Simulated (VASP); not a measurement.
# Sc (P6_3/mmc) in VASP: settings compared

Aim: see how the results for Sc move with the level of theory and the settings. Levels: PBEsol, r2SCAN. Tasks: single point.

Everything below comes from runs of VASP 6.6.1. Logs are shortened: lines on timing, memory, paths and dates and some standing lists are left out, and cuts for length are marked.

### 1 The cell of the first run

Symmetry: P6_3/mmc, No. 194, hexagonal system. Conventional cell: a = 3.275 Å, b = 3.275 Å, c = 5.105 Å, α = 90.00°, β = 90.00°, γ = 120.00°. Sc (site symmetry -6m2) has 12 Sc at 3.18 to 3.28 Å within 4.2 Å.

### 2 Single point, PBEsol

INCAR reads:

```
ALGO     = Normal         # electronic algorithm
EDIFF    = 1E-6           # SCF threshold, eV
ENCUT    = 520            # plane-wave cutoff, eV
GGA      = PS             # functional
ISIF     = 2              # what is computed and relaxed
ISMEAR   = -1             # smearing method
LASPH    = T              # aspherical terms in the spheres
LCHARG   = F              # write CHGCAR
LREAL    = F              # projectors in reciprocal space
LWAVE    = F              # write WAVECAR
NBANDS   = 18             # bands
NELM     = 80             # most SCF steps
PREC     = Accurate       # precision mode
SIGMA    = 0.05           # smearing width, eV
```

KPOINTS reads:

```
k-points
0
Gamma
  11 11 6
```

POSCAR reads:

```
Sc
1.0
    3.2754720000      0.0000000000      0.0000000000
   -1.6377360000      2.8366420000      0.0000000000
    0.0000000000      0.0000000000      5.1051270000
Sc
2
Direct
    0.3333330000      0.6666670000      0.2500000000
    0.6666670000      0.3333330000      0.7500000000
```

Potentials or basis: VASP PAW PBE potentials, release 64 (Sc_sv).

Started as:

```bash
$ cat potpaw_PBE.64/Sc_sv/POTCAR > POTCAR
$ mpirun -np 1 vasp_std > vasp.out
```

OUTCAR:

```text
EDIFF = 1E-6
   ENCUT = 520
   GGA = PS
   ISIF = 2
   ISMEAR = -1
   LASPH = T
   LREAL = F
   NELM = 80
   PREC = Accurate

 ion  position               nearest neighbor table
   1  0.333  0.667  0.250-   2 3.18   2 3.18   2 3.18   2 3.18   2 3.18   2 3.18
   2  0.667  0.333  0.750-   1 3.18   1 3.18   1 3.18   1 3.18   1 3.18   1 3.18

  LATTYP: Found a hexagonal cell.
 ALAT       =     3.2754720000
 C/A-ratio  =     1.5585927769

  Lattice vectors:

 A1 = (   3.2754720000,   0.0000000000,   0.0000000000)
 A2 = (  -1.6377360000,   2.8366420000,   0.0000000000)
 A3 = (   0.0000000000,   0.0000000000,   5.1051270000)

Analysis of symmetry for initial positions (statically):
=====================================================================
 Subroutine PRICEL returns:
 Original cell was already a primitive cell.

 Routine SETGRP: Setting up the symmetry group for a
 hexagonal supercell.

 Subroutine GETGRP returns: Found 24 space group operations
 (whereof 12 operations were pure point group operations)
 out of a pool of 24 trial point group operations.

The static configuration has the point symmetry D_3d.
 The point group associated with its full space group is D_6h.

Analysis of symmetry for dynamics (positions and initial velocities):
=====================================================================
 Subroutine PRICEL returns:
 Original cell was already a primitive cell.

 Routine SETGRP: Setting up the symmetry group for a
 hexagonal supercell.

 Subroutine GETGRP returns: Found 24 space group operations
 (whereof 12 operations were pure point group operations)
 out of a pool of 24 trial point group operations.

The dynamic configuration has the point symmetry D_3d.
 The point group associated with its full space group is D_6h.

 Subroutine INISYM returns: Found 24 space group operations
 (whereof 12 operations are pure point group operations),
 and found     1 'primitive' translations

----------------------------------------------------------------------------------------

                                     Primitive cell

  volume of cell :      47.4335

  direct lattice vectors                    reciprocal lattice vectors
     3.275472000  0.000000000  0.000000000     0.305299511  0.176264752  0.000000000
    -1.637736000  2.836642000  0.000000000     0.000000000  0.352529505  0.000000000
     0.000000000  0.000000000  5.105127000     0.000000000  0.000000000  0.195881513
[... 80 lines left out ...]
   LSORBIT =      F    spin-orbit coupling
   LASPH  =      T    aspherical Exc in radial PAW
   ENCUT  =  520.0 eV  38.22 Ry    6.18 a.u.   6.09  6.09  9.49*2*pi/ulx,y,z
   NELM   =     80;   NELMIN=  2; NELMDL= -5     # of ELM steps
   EDIFF  = 0.1E-05   stopping-criterion for ELM
   LREAL  =      F    real-space projection
   EDIFFG = 0.1E-04   stopping-criterion for IOM
   NSW    =      0    number of steps for IOM
   IBRION =     -1    ionic relax: 0-MD 1-quasi-New 2-CG
   NFREE  =      0    steps in history (QN), initial steepest desc. (CG)
   ISIF   =      2    stress and relaxation
   ISYM   =      2    0-nonsym 1-usesym 2-fastsym
   POTIM  = 0.5000    time-step for ionic-motion
   TEBEG  =    0.0;   TEEND  =   0.0 temperature during run
   PSTRESS=    0.0 pullay stress
   NELECT =      22.0000    total number of electrons
   NUPDOWN=      -1.0000    fix difference up-down
   EMIN   =  10.00;   EMAX   =-10.00  energy-range for DOS
   EFERMI =   0.00;   METHOD = LEGACY
   ISMEAR =    -1;   SIGMA  =   0.05  broadening in eV -4-tet -1-fermi 0-gaus
   EFERMI_NEDOS =   21; number of points for ismear=-14 and -15
   IALGO  =     38    algorithm
   IMIX   =      4    mixing-type and parameters
     AMIX     =   0.40;   BMIX     =  1.00
     AMIX_MAG =   1.60;   BMIX_MAG =  1.00
  volume/ion in A,a.u.               =      23.72       160.05
  Fermi-wavevector in a.u.,A,eV,Ry     =   1.267226  2.394710 21.849075  1.605862
  Thomas-Fermi vector in A             =   2.400385
   LORBIT       =      0    0 simple, 1 ext, 2 COOP (PROOUT), +10 PAW based schemes
   GGA     = PS    functional components
   LHFCALC =     F    Hartree Fock is set to
   AEXX    =    0.0000 exact exchange contribution
   IVDW    =     0    specifies the selected vdW correction
   LEPSILON=     F    determine dielectric tensor
   LRPA    =     F    only Hartree local field effects (RPA)
 non-spin polarized calculation
  energy-cutoff  :      520.00
  volume of cell :       47.43
 maximum number of plane-waves:      1300
   NGX = 13   NGY = 13   NGZ = 19

 number of electron      22.0000006 magnetization

 Free energy of the ion-electron system (eV)
  ---------------------------------------------------
  ext. energy  EPLUGINS =         0.00000000
  ---------------------------------------------------
  free energy    TOTEN  =       -13.22742360 eV

  energy without entropy =      -13.19635406  energy(sigma->0) =      -13.21188883

 E-fermi :   3.8001     XC(G=0): -10.1480

 val. band max:        3.7877296330   @ k =   0.2727   0.0000   0.3333
 cond. band min:       3.8181541459   @ k =   0.3636   0.1818   0.3333
 fundamental gap:      0.0304245129
 Fermi energy:         3.8000826122

 k-point     1 :       0.0000    0.0000    0.0000
  band No.  band energies     occupation
      1     -45.3039      2.00000
      2     -45.2185      2.00000
      3     -24.2609      2.00000
      4     -23.8652      2.00000
      5     -23.8652      2.00000
      6     -23.7890      2.00000
[... 481 lines left out ...]
      5     -23.9613      2.00000
      6     -23.9006      2.00000
[... 10 lines left out ...]
     17       6.5680      0.00000
     18       6.8276      0.00000

 [... further k-points ...]

------------------------ aborting loop because EDIFF is reached ----------------------------------------

  FORCE on cell =-STRESS in cart. coord.  units (eV):
  Direction    XX          YY          ZZ          XY          YZ          ZX
  --------------------------------------------------------------------------------------
  -------------------------------------------------------------------------------------
  Total       -0.0232728     -0.0232728     -0.1082029     -0.0000000      0.0000000      0.0000000
  in kB       -0.7860952     -0.7860952     -3.6548063     -0.0000000      0.0000000      0.0000000
  external PRESSURE =      -1.7423322 kB  Pullay stress =       0.0000000 kB

 VOLUME and BASIS-vectors are now :
 -----------------------------------------------------------------------------
  energy-cutoff  :      520.00
  volume of cell :       47.43
      direct lattice vectors                 reciprocal lattice vectors
     3.275472000  0.000000000  0.000000000     0.305299511  0.176264752  0.000000000
    -1.637736000  2.836642000  0.000000000     0.000000000  0.352529505  0.000000000
     0.000000000  0.000000000  5.105127000     0.000000000  0.000000000  0.195881513

 POSITION                                       TOTAL-FORCE (eV/Angst)
 -----------------------------------------------------------------------------------
     -0.00000      1.89110      1.27628        -0.000000      0.000000      0.000000
      1.63774      0.94555      3.82885         0.000000      0.000000      0.000000
 -----------------------------------------------------------------------------------
    total drift:                                0.000316     -0.000183      0.000407

  FREE ENERGIE OF THE ION-ELECTRON SYSTEM (eV)
  ---------------------------------------------------
  free  energy   TOTEN  =       -13.2274236012 eV

  energy  without entropy=      -13.1963540554  energy(sigma->0) =      -13.21188883
```

It took 73 s on 1 thread of AMD EPYC 7R13, shared host; peak memory 0.16 GiB.

What came out:

* Free energy: -13.2274 eV
* Pressure: -0.2 GPa
* Band gap on the k mesh: zero (band 11 reaches 4.80 eV, above the bottom of band 12 at 3.25 eV)

Levels at points of the mesh, in eV from the Fermi level:
| k point | band 8 | band 9 | band 10 | band 11 | band 12 | band 13 | band 14 | band 15 |
| --- | --- | --- | --- | --- | --- | --- | --- | --- |
| (0.00, 0.00, 0.00) | -27.56 | -5.21 | -1.70 | 0.71 | 1.63 | 1.63 | 1.91 | 2.11 |
| (0.00, 0.00, 0.50) | -27.63 | -3.62 | -3.62 | 1.00 | 1.00 | 1.55 | 1.55 | 1.55 |

Caveat: the PAW data sets were made with another functional, which shifts forces and pressure a little.

### 3 Single point, r2SCAN

POSCAR is that of step 2.

INCAR.step1 reads:

```
SYSTEM = Sc
PREC     = Accurate       ! precision mode
ENCUT    = 520            ! plane-wave cutoff, eV
ISMEAR   = -1             ! smearing method
SIGMA    = 0.05           ! smearing width, eV
LREAL    = .False.        ! projectors in reciprocal space
LASPH    = .True.         ! aspherical terms in the spheres
NELM     = 100            ! most SCF steps
NBANDS   = 18             ! bands
GGA      = PE             ! functional
ALGO     = Normal         ! electronic algorithm
EDIFF    = 1E-4           ! SCF threshold, eV
LWAVE    = .True.         ! write WAVECAR
LCHARG   = .False.        ! write CHGCAR
```

INCAR.step2 reads:

```
SYSTEM = Sc
PREC     = Accurate       ! precision mode
ENCUT    = 520            ! plane-wave cutoff, eV
EDIFF    = 1E-6           ! SCF threshold, eV
ISMEAR   = -1             ! smearing method
SIGMA    = 0.05           ! smearing width, eV
LREAL    = .False.        ! projectors in reciprocal space
LASPH    = .True.         ! aspherical terms in the spheres
NELM     = 100            ! most SCF steps
ALGO     = Normal         ! electronic algorithm
ISIF     = 2              ! what is computed and relaxed
LWAVE    = .False.        ! write WAVECAR
LCHARG   = .True.         ! write CHGCAR
METAGGA  = R2SCAN         ! meta-GGA
LMIXTAU  = .True.       
LELF     = .True.         ! ELF
LVHAR    = .True.       
NBANDS   = 18             ! bands
ISTART   = 1
```

KPOINTS reads:

```
Automatic mesh
0
Gamma
  11 11 6
  0 0 0
```

Potentials or basis: VASP PAW PBE potentials, release 64 (Sc_sv).

Started as:

```bash
$ cat potpaw_PBE.64/Sc_sv/POTCAR > POTCAR
$ cp INCAR.step1 INCAR
$ mpirun -np 1 vasp_std > vasp.out
$ cp INCAR.step2 INCAR
$ mpirun -np 1 vasp_std > vasp.out
```

It took 5 min on 1 thread of AMD EPYC 7R13, shared host; peak memory 0.17 GiB.

Results (log left out):

```
Free energy            : -22.7026 eV
Pressure               : 3.2 GPa
Band gap on the k mesh : zero (band 11 reaches 5.08 eV, above the bottom of band 12 at 3.42 eV)
```

Stress tensor (GPa, compression positive):
```
3.25 0.00 0.00
0.00 3.25 0.00
0.00 0.00 2.98
```

Levels at points of the mesh, in eV from the Fermi level:
| k point | band 7 | band 8 | band 9 | band 10 | band 11 | band 12 | band 13 | band 14 | band 15 | band 16 |
| --- | --- | --- | --- | --- | --- | --- | --- | --- | --- | --- |
| (0.00, 0.00, 0.00) | -28.82 | -28.80 | -5.57 | -1.76 | 0.56 | 1.86 | 1.86 | 2.15 | 2.37 | 2.37 |
| (0.00, 0.00, 0.50) | -28.86 | -28.86 | -3.90 | -3.90 | 1.12 | 1.12 | 1.77 | 1.77 | 1.77 | 1.77 |

Caveat: the PAW data sets were made with another functional, which shifts forces and pressure a little.
